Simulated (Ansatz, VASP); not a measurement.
**BaTiO3: VASP beside Ansatz**

```
Ba Ti O
1.0
    -4.05872   -0.01060    0.01058
     0.00002    4.04973    4.04945
     0.02118    4.07115   -4.07086
Ba Ti O
2 2 6
Direct
  0.49085 0.50001 0.00925
  0.49085 0.00001 0.50925
  0.97666 0.00002 0.02354
  0.97666 0.50002 0.52354
  0.51787 0.00000 0.99259
  0.51788 0.50000 0.49259
  0.00731 0.74463 0.73731
  0.00730 0.24464 0.23731
  0.00732 0.75534 0.23731
  0.00732 0.25534 0.73731
```

Alike in both runs: functional PBE; k mesh 6 × 4 × 4; occupations gaussian, width 0.05 eV; no spin polarisation.

Ansatz relaxed the structure, and its values are those at the end. VASP's run is a single point on that final structure, the one shown.

|  | VASP | Ansatz |
| --- | --- | --- |
| version | VASP 6.6.1 | Ansatz 0.2.0 |
| potentials or method | VASP PAW PBE potentials, release 64 (Ba_sv, Ti_sv, O), cutoff 520 eV | scalar-relativistic, plane waves, PAW |
| valence electrons in the cell | 80 | 80 |

Ansatz gave:

- gap on the k mesh at the Fermi level (eV): 2.63
- least direct gap on the mesh (eV): 2.69
- pressure (GPa): 0.0
- rms of the force components (eV/Å): 0.000

Q: What did VASP give for the same quantities?

A: gap on the k mesh at the Fermi level (eV): 2.58; least direct gap on the mesh (eV): 2.68; pressure (GPa): 1.6; rms of the force components (eV/Å): 0.036.

Spin-orbit coupling is off throughout.
